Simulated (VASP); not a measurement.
## Cs2Cu: single point with PBE

The system is Cs2Cu.

```xyz
6
Lattice="0.0000 5.9447 5.9447 5.9447 0.0000 5.9447 5.9447 5.9447 0.0000" Properties=species:S:1:pos:R:3 pbc="T T T"
Cs    1.4862    1.4862    1.4862
Cs    1.4862    4.4585    4.4585
Cs    4.4585    4.4585    1.4862
Cs    4.4585    1.4862    4.4585
Cu    5.9447    5.9447    5.9447
Cu    8.9170    8.9170    8.9170
```

```
Program                : VASP 6.6.1
Task                   : single point
Functional             : PBE
Potentials or basis    : VASP PAW PBE potentials, release 64 (Cs_sv, Cu)
Cutoff                 : 520 eV
k mesh                 : 6 × 6 × 6
Occupations            : gaussian, width 0.1 eV
Spin                   : no spin polarisation
Dipole correction      : no
Further INCAR settings : ALGO = Fast; EDIFF = 1e-06; NBANDS = 38
```

The pressure is -0.5 GPa and the band gap on the k mesh is zero (bands 29 and 30 overlap by 0.63 eV).

Levels at points of the mesh, in eV from the Fermi level:
| k point | band 26 | band 27 | band 28 | band 29 | band 30 | band 31 | band 32 | band 33 |
| --- | --- | --- | --- | --- | --- | --- | --- | --- |
| (0.00, 0.00, 0.00) | -1.40 | -1.40 | -0.99 | 0.27 | 0.27 | 0.27 | 0.35 | 0.56 |
| (0.50, 0.00, 0.00) | -1.41 | -1.41 | -1.39 | -0.75 | 0.47 | 0.75 | 0.75 | 0.83 |
| (0.50, 0.50, 0.00) | -1.40 | -1.39 | -1.39 | -0.03 | -0.03 | 0.44 | 0.44 | 1.11 |

Run time: 15 min on 1 thread of Intel(R) Xeon(R) 6975P-C (Granite Rapids) (shared host), peak memory 0.66 GiB.

Caveat: spin-orbit coupling is left out, which moves the levels of the heavy elements.
